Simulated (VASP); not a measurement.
# HfHF3 (Pm-3m) in VASP: notebook

HfHF3 is run at these levels: PBE; tasks: single point, relaxation of cell and atoms.

Everything below comes from runs of VASP 6.6.1. Logs are shortened: lines on timing, memory, paths and dates and some standing lists are left out, and cuts for length are marked.

### Step 1. The cell of the first run

Symmetry: Pm-3m, No. 221, cubic system. The conventional cell has a = 3.795 Å, b = 3.795 Å, c = 3.795 Å, α = 90.00°, β = 90.00°, γ = 90.00°. Hf (site symmetry m-3m) has 6 F at 1.90 Å within 2.5 Å. H (site symmetry m-3m) has 12 F at 2.68 Å and 8 Hf at 3.29 Å within 3.5 Å. F (site symmetry 4/mmm) has 2 Hf at 1.90 Å within 2.5 Å.

### Step 2. Single point, PBE

The input, INCAR:

```
PREC = Accurate ; ENCUT = 520
EDIFF = 1E-6 ; ISMEAR = 0
SIGMA = 0.1 ; LREAL = F
LASPH = T ; NELM = 80
ALGO = Normal ; ISIF = 2
LWAVE = F ; LCHARG = F
GGA = PE ; NBANDS = 24
```

The input, KPOINTS:

```
regular mesh
0
Gamma
  4 4 4
```

The input, POSCAR:

```
HfHF3
1.0
    3.7945059100      0.0000000000      0.0000000000
    0.0000000000      3.7945059100      0.0000000000
    0.0000000000      0.0000000000      3.7945059100
Hf H F
1 1 3
Direct
    0.0000000000      0.0000000000      0.0000000000
    0.5000000000      0.5000000000      0.5000000000
    0.5000000000      0.0000000000      0.0000000000
    0.0000000000      0.5000000000      0.0000000000
    0.0000000000      0.0000000000      0.5000000000
```

Potentials or basis: VASP PAW PBE potentials, release 64 (Hf_pv, H, F).

On the command line:

```
cat potpaw_PBE.64/Hf_pv/POTCAR potpaw_PBE.64/H/POTCAR potpaw_PBE.64/F/POTCAR > POTCAR
mpirun -np 1 vasp_std > vasp.out
```

OUTCAR:

```text
PREC = Accurate
   ENCUT = 520
   EDIFF = 1E-6
   ISMEAR = 0
   LREAL = F
   LASPH = T
   NELM = 80
   ISIF = 2
   GGA = PE

 ion  position               nearest neighbor table
   1  0.000  0.000  0.000-   3 1.90   4 1.90   5 1.90   5 1.90   4 1.90   3 1.90
   2  0.500  0.500  0.500-
   3  0.500  0.000  0.000-   1 1.90   1 1.90
   4  0.000  0.500  0.000-   1 1.90   1 1.90
   5  0.000  0.000  0.500-   1 1.90   1 1.90

  LATTYP: Found a simple cubic cell.
 ALAT       =     3.7945059100

  Lattice vectors:

 A1 = (   3.7945059100,   0.0000000000,   0.0000000000)
 A2 = (   0.0000000000,   3.7945059100,   0.0000000000)
 A3 = (   0.0000000000,   0.0000000000,   3.7945059100)

Analysis of symmetry for initial positions (statically):
=====================================================================
 Subroutine PRICEL returns:
 Original cell was already a primitive cell.

 Routine SETGRP: Setting up the symmetry group for a
 simple cubic supercell.

 Subroutine GETGRP returns: Found 48 space group operations
 (whereof 48 operations were pure point group operations)
 out of a pool of 48 trial point group operations.

The static configuration has the point symmetry O_h .

Analysis of symmetry for dynamics (positions and initial velocities):
=====================================================================
 Subroutine PRICEL returns:
 Original cell was already a primitive cell.

 Routine SETGRP: Setting up the symmetry group for a
 simple cubic supercell.

 Subroutine GETGRP returns: Found 48 space group operations
 (whereof 48 operations were pure point group operations)
 out of a pool of 48 trial point group operations.

The dynamic configuration has the point symmetry O_h .

 Subroutine INISYM returns: Found 48 space group operations
 (whereof 48 operations are pure point group operations),
 and found     1 'primitive' translations

----------------------------------------------------------------------------------------

                                     Primitive cell

  volume of cell :      54.6343

  direct lattice vectors                    reciprocal lattice vectors
     3.794505910  0.000000000  0.000000000     0.263538923  0.000000000  0.000000000
     0.000000000  3.794505910  0.000000000     0.000000000  0.263538923  0.000000000
     0.000000000  0.000000000  3.794505910     0.000000000  0.000000000  0.263538923

  length of vectors
     3.794505910  3.794505910  3.794505910     0.263538923  0.263538923  0.263538923

  position of ions in fractional coordinates (direct lattice)
     0.000000000  0.000000000  0.000000000
     0.500000000  0.500000000  0.500000000
     0.500000000  0.000000000  0.000000000
     0.000000000  0.500000000  0.000000000
     0.000000000  0.000000000  0.500000000

  ion indices of the primitive-cell ions
   primitive index   ion index
                 1           1
                 2           2
                 3           3
                 4           4
                 5           5

----------------------------------------------------------------------------------------

 KPOINTS: regular mesh

Automatic generation of k-mesh.
 Grid dimensions read from file:
 generate k-points for:    4    4    4

 Generating k-lattice:

  Cartesian coordinates                     Fractional coordinates (reciprocal lattice)
     0.065884731  0.000000000  0.000000000     0.250000000  0.000000000  0.000000000
     0.000000000  0.065884731  0.000000000     0.000000000  0.250000000  0.000000000
     0.000000000  0.000000000  0.065884731     0.000000000  0.000000000  0.250000000

  Length of vectors
     0.065884731  0.065884731  0.065884731

  Shift w.r.t. Gamma in fractional coordinates (k-lattice)
     0.000000000  0.000000000  0.000000000

 Subroutine IBZKPT returns following result:
 ===========================================

 Found     10 irreducible k-points:

 Following reciprocal coordinates:
            Coordinates               Weight
  0.000000  0.000000  0.000000      1.000000
  0.250000  0.000000  0.000000      6.000000
  0.500000  0.000000  0.000000      3.000000
  0.250000  0.250000  0.000000     12.000000
  0.500000  0.250000  0.000000     12.000000
  0.500000  0.500000  0.000000      3.000000
  0.250000  0.250000  0.250000      8.000000
  0.500000  0.250000  0.250000     12.000000
  0.500000  0.500000  0.250000      6.000000
  0.500000  0.500000  0.500000      1.000000
   k-points           NKPTS =     10   k-points in BZ     NKDIM =     10   number of bands    NBANDS=     24
   number of dos      NEDOS =    301   number of ions     NIONS =      5
   total plane-waves  NPLWV =  21952
   dimension x,y,z NGX =    28 NGY =   28 NGZ =   28
   dimension x,y,z NGXF=    56 NGYF=   56 NGZF=   56
   ions per type =               1   1   3
   NGX,Y,Z   is equivalent  to a cutoff of  12.27, 12.27, 12.27 a.u.
   NGXF,Y,Z  is equivalent  to a cutoff of  24.53, 24.53, 24.53 a.u.
 SYSTEM =  unknown system
   PREC   = accura    normal or accurate (medium, high low for compatibility)
   ISTART =      0    job   : 0-new  1-cont  2-samecut
   ICHARG =      2    charge: 1-file 2-atom 10-const
   ISPIN  =      1    spin polarized calculation?
   LNONCOLLINEAR =      F non collinear calculations
   LSORBIT =      F    spin-orbit coupling
   LASPH  =      T    aspherical Exc in radial PAW
   ENCUT  =  520.0 eV  38.22 Ry    6.18 a.u.   7.06  7.06  7.06*2*pi/ulx,y,z
   NELM   =     80;   NELMIN=  2; NELMDL= -5     # of ELM steps
   EDIFF  = 0.1E-05   stopping-criterion for ELM
   LREAL  =      F    real-space projection
   EDIFFG = 0.1E-04   stopping-criterion for IOM
   NSW    =      0    number of steps for IOM
   IBRION =     -1    ionic relax: 0-MD 1-quasi-New 2-CG
   NFREE  =      0    steps in history (QN), initial steepest desc. (CG)
   ISIF   =      2    stress and relaxation
   ISYM   =      2    0-nonsym 1-usesym 2-fastsym
   POTIM  = 0.5000    time-step for ionic-motion
   TEBEG  =    0.0;   TEEND  =   0.0 temperature during run
   PSTRESS=    0.0 pullay stress
   NELECT =      32.0000    total number of electrons
   NUPDOWN=      -1.0000    fix difference up-down
   EMIN   =  10.00;   EMAX   =-10.00  energy-range for DOS
   EFERMI =   0.00;   METHOD = LEGACY
   ISMEAR =     0;   SIGMA  =   0.10  broadening in eV -4-tet -1-fermi 0-gaus
   EFERMI_NEDOS =   21; number of points for ismear=-14 and -15
   IALGO  =     38    algorithm
   IMIX   =      4    mixing-type and parameters
     AMIX     =   0.40;   BMIX     =  1.00
     AMIX_MAG =   1.60;   BMIX_MAG =  1.00
  volume/ion in A,a.u.               =      10.93        73.74
  Fermi-wavevector in a.u.,A,eV,Ry     =   1.369734  2.588422 25.526862  1.876171
  Thomas-Fermi vector in A             =   2.495583
   LORBIT       =      0    0 simple, 1 ext, 2 COOP (PROOUT), +10 PAW based schemes
   GGA     = PE    functional components
   LHFCALC =     F    Hartree Fock is set to
   AEXX    =    0.0000 exact exchange contribution
   IVDW    =     0    specifies the selected vdW correction
   LEPSILON=     F    determine dielectric tensor
   LRPA    =     F    only Hartree local field effects (RPA)
 non-spin polarized calculation
 Gauss-broadening in eV      SIGMA  =   0.10
  energy-cutoff  :      520.00
  volume of cell :       54.63
 maximum number of plane-waves:      1492
   NGX = 15   NGY = 15   NGZ = 15

 number of electron      31.9999962 magnetization

 Free energy of the ion-electron system (eV)
  ---------------------------------------------------
  ext. energy  EPLUGINS =         0.00000000
  ---------------------------------------------------
  free energy    TOTEN  =       -28.99877930 eV

  energy without entropy =      -28.98826301  energy(sigma->0) =      -28.99352116

 E-fermi :   4.1761     XC(G=0): -10.2181

 val. band max:        4.0216812823   @ k =   0.5000   0.2500   0.0000
 cond. band min:       4.1952654192   @ k =   0.0000   0.0000   0.0000
 fundamental gap:      0.1735841369
 Fermi energy:         4.1760813831

 k-point     1 :       0.0000    0.0000    0.0000
  band No.  band energies     occupation
      1     -30.0158      2.00000
      2     -30.0158      2.00000
      3     -30.0158      2.00000
      4     -24.2050      2.00000
      5     -23.9947      2.00000
      6     -23.9947      2.00000
[... 16 lines left out ...]
     23      13.8310      0.00000
     24      14.5033      0.00000

 k-point     2 :       0.2500    0.0000    0.0000
  band No.  band energies     occupation
      1     -30.4703      2.00000
      2     -30.0098      2.00000
      3     -30.0098      2.00000
      4     -24.1330      2.00000
      5     -23.9911      2.00000
      6     -23.0134      2.00000
[... 16 lines left out ...]
     23      13.7239      0.00000
     24      13.9086      0.00000

 k-point     3 :       0.5000    0.0000    0.0000
  band No.  band energies     occupation
      1     -30.8408      2.00000
      2     -30.0039      2.00000
      3     -30.0039      2.00000
      4     -24.1220      2.00000
      5     -23.9876      2.00000
      6     -21.9499      2.00000
[... 16 lines left out ...]
     23      13.8200      0.00000
     24      14.8680      0.00000

 k-point     4 :       0.2500    0.2500    0.0000
  band No.  band energies     occupation
      1     -30.4665      2.00000
      2     -30.4616      2.00000
      3     -30.0039      2.00000
      4     -24.0596      2.00000
      5     -23.0427      2.00000
      6     -22.9799      2.00000
[... 16 lines left out ...]
     23      12.4779      0.00000
     24      13.8172      0.00000

 k-point     5 :       0.5000    0.2500    0.0000
  band No.  band energies     occupation
      1     -30.8342      2.00000
      2     -30.4577      2.00000
      3     -29.9980      2.00000
      4     -24.0519      2.00000
      5     -23.0068      2.00000
      6     -21.9462      2.00000
[... 16 lines left out ...]
     23      13.2690      0.00000
     24      13.8195      0.00000

 k-point     6 :       0.5000    0.5000    0.0000
  band No.  band energies     occupation
      1     -30.8277      2.00000
      2     -30.8277      2.00000
      3     -29.9921      2.00000
      4     -24.0451      2.00000
      5     -21.9429      2.00000
      6     -21.9429      2.00000
[... 16 lines left out ...]
     23      13.8083      0.00000
     24      14.2310      0.00000

 k-point     7 :       0.2500    0.2500    0.2500
  band No.  band energies     occupation
      1     -30.4626      2.00000
      2     -30.4553      2.00000
      3     -30.4553      2.00000
      4     -23.0752      2.00000
      5     -22.9760      2.00000
      6     -22.9760      2.00000
[... 16 lines left out ...]
     23      12.8042      0.00000
     24      12.8042      0.00000

 k-point     8 :       0.5000    0.2500    0.2500
  band No.  band energies     occupation
      1     -30.8278      2.00000
      2     -30.4538      2.00000
      3     -30.4491      2.00000
      4     -23.0373      2.00000
      5     -22.9723      2.00000
      6     -21.9428      2.00000
[... 16 lines left out ...]
     23      13.4950      0.00000
     24      14.0842      0.00000

 k-point     9 :       0.5000    0.5000    0.2500
  band No.  band energies     occupation
      1     -30.8212      2.00000
      2     -30.8212      2.00000
      3     -30.4452      2.00000
      4     -23.0004      2.00000
      5     -21.9391      2.00000
      6     -21.9391      2.00000
[... 16 lines left out ...]
     23      13.8141      0.00000
     24      13.8614      0.00000

 k-point    10 :       0.5000    0.5000    0.5000
  band No.  band energies     occupation
      1     -30.8148      2.00000
      2     -30.8148      2.00000
      3     -30.8148      2.00000
      4     -21.9359      2.00000
      5     -21.9359      2.00000
      6     -21.9359      2.00000
[... 16 lines left out ...]
     23      14.0426      0.00000
     24      14.0426      0.00000

------------------------ aborting loop because EDIFF is reached ----------------------------------------

  FORCE on cell =-STRESS in cart. coord.  units (eV):
  Direction    XX          YY          ZZ          XY          YZ          ZX
  --------------------------------------------------------------------------------------
  -------------------------------------------------------------------------------------
  Total       14.5267235     14.5267235     14.5267235      0.0000000      0.0000000      0.0000000
  in kB      426.0028951    426.0028951    426.0028951      0.0000000      0.0000000      0.0000000
  external PRESSURE =     426.0028951 kB  Pullay stress =       0.0000000 kB

 VOLUME and BASIS-vectors are now :
 -----------------------------------------------------------------------------
  energy-cutoff  :      520.00
  volume of cell :       54.63
      direct lattice vectors                 reciprocal lattice vectors
     3.794505910  0.000000000  0.000000000     0.263538923  0.000000000  0.000000000
     0.000000000  3.794505910  0.000000000     0.000000000  0.263538923  0.000000000
     0.000000000  0.000000000  3.794505910     0.000000000  0.000000000  0.263538923

 POSITION                                       TOTAL-FORCE (eV/Angst)
 -----------------------------------------------------------------------------------
      0.00000      0.00000      0.00000         0.000000      0.000000      0.000000
      1.89725      1.89725      1.89725         0.000000      0.000000      0.000000
      1.89725      0.00000      0.00000         0.000000      0.000000      0.000000
      0.00000      1.89725      0.00000         0.000000      0.000000      0.000000
      0.00000      0.00000      1.89725         0.000000      0.000000      0.000000
 -----------------------------------------------------------------------------------
    total drift:                                0.000000      0.000000     -0.000000

  FREE ENERGIE OF THE ION-ELECTRON SYSTEM (eV)
  ---------------------------------------------------
  free  energy   TOTEN  =       -28.9987793024 eV

  energy  without entropy=      -28.9882630130  energy(sigma->0) =      -28.99352116
```

Wall time 9.4 s (1 thread of AMD EPYC 9R45 (Zen 5), shared host); peak memory 0.13 GiB.

Results:

```
Free energy            : -28.9988 eV
Pressure               : 42.6 GPa
Band gap on the k mesh : zero (band 16 reaches 4.21 eV, above the bottom of band 17 at 4.20 eV)
```

Levels at points of the mesh, in eV from the Fermi level:
| k point | band 13 | band 14 | band 15 | band 16 | band 17 | band 18 | band 19 | band 20 |
| --- | --- | --- | --- | --- | --- | --- | --- | --- |
| (0.00, 0.00, 0.00) | -8.29 | -8.29 | -8.29 | -1.85 | 0.02 | 0.02 | 0.02 | 4.70 |
| (0.50, 0.00, 0.00) | -8.52 | -8.30 | -8.30 | -0.33 | 0.12 | 1.95 | 1.95 | 4.07 |
| (0.50, 0.50, 0.00) | -8.76 | -8.51 | -7.62 | 0.03 | 2.08 | 2.08 | 3.88 | 5.69 |
| (0.50, 0.50, 0.50) | -7.61 | -7.61 | -7.61 | -0.42 | 3.64 | 3.64 | 3.64 | 9.56 |

Caveat: the k points lie up to 0.41 Å⁻¹ apart; spin-orbit coupling is left out, which moves the levels of the heavy elements.

### Step 3. Single point, PBE

This run uses another cell than the first one, of 13.78 Å³/atom, 1.261 times its volume.

The input, INCAR:

```
SYSTEM = HfHF3
ALGO = Normal
EDIFF = 1E-7
ENCUT = 520
GGA = PE
ISIF = 2
ISMEAR = 0
LASPH = .True.
LCHARG = .True.
LELF = .True.
LREAL = .False.
LVHAR = .True.
LWAVE = .False.
NBANDS = 24
NELM = 100
PREC = Accurate
SIGMA = 0.1
```

The input, KPOINTS:

```
k-points
0
Gamma
  4 4 4
  0 0 0
```

Edit POSCAR of step 2 so:

```diff
@@ -2,5 +2,5 @@
 1.0
-    3.7945059100      0.0000000000      0.0000000000
-    0.0000000000      3.7945059100      0.0000000000
-    0.0000000000      0.0000000000      3.7945059100
+    4.0998732122      0.0000000000      0.0000000000
+    0.0000000000      4.0998732122      0.0000000000
+    0.0000000000      0.0000000000      4.0998732122
 Hf H F
```

Potentials or basis: VASP PAW PBE potentials, release 64 (Hf_pv, H, F).

On the command line:

```
cat potpaw_PBE.64/Hf_pv/POTCAR potpaw_PBE.64/H/POTCAR potpaw_PBE.64/F/POTCAR > POTCAR
mpirun -np 1 vasp_std > vasp.out
```

It took 11 s on 1 thread of AMD EPYC 9R45 (Zen 5), shared host; peak memory 0.14 GiB.

The run converged. Its results:

```
Free energy            : -30.4460 eV
Pressure               : -2.0 GPa
Band gap on the k mesh : zero (band 16 reaches 2.37 eV, above the bottom of band 17 at 2.28 eV)
```

Levels at points of the mesh, in eV from the Fermi level:
```
           k point  band 13  band 14  band 15  band 16  band 17  band 18  band 19  band 20
(0.00, 0.00, 0.00)    -7.25    -7.25    -7.25    -1.46    -0.04    -0.04    -0.04     2.82
(0.50, 0.00, 0.00)    -7.34    -7.30    -7.30    -0.24     0.02     1.21     1.21     2.87
(0.50, 0.50, 0.00)    -7.54    -7.54    -6.73     0.04     1.29     1.29     2.51     3.39
(0.50, 0.50, 0.50)    -6.73    -6.73    -6.73    -0.14     2.32     2.32     2.32     7.06
```

Caveat: the k points lie up to 0.38 Å⁻¹ apart; spin-orbit coupling is left out, which moves the levels of the heavy elements.

(Part 1 of 2 ends here.)
